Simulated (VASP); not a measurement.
Runs of VASP 6.6.1 on AlRu (zincblende type). The structure is that of space group F-43m (No. 216), or close to it. The cells are those of the table. 

```csv
task,cell,cutoff (eV),gap on the mesh (eV),pressure (GPa)
single point,"a = 3.294 Å, angles 60.0°, 2 atoms",520,none,111.2
relaxation of cell and atoms,"relaxed to 110 GPa from a = 3.224 Å, angles 60.0°, 2 atoms",600,none,110.0
single point,"a = 3.295 Å, angles 60.0°, 2 atoms",520,none,(a)
relaxation of cell and atoms,"relaxed to 110 GPa from a = 3.295 Å, angles 60.0°, 2 atoms",600,none,110.0
```

Alike in all rows: level PBE; potentials or basis VASP PAW PBE potentials, release 64 (Ru_pv, Al); no spin polarisation; k mesh 13 × 13 × 13; smearing fermi-dirac 0.08 eV.

Question: Estimate the missing entries.

Answer: (a) 110.7.

Caveats: the cell is relaxed towards a set pressure, so the enthalpy falls and the energy may rise (some runs).

A k mesh can miss the band edges, and the runs leave out spin-orbit coupling on Ru.

A gap of «none» marks levels without a gap at the run's occupations.
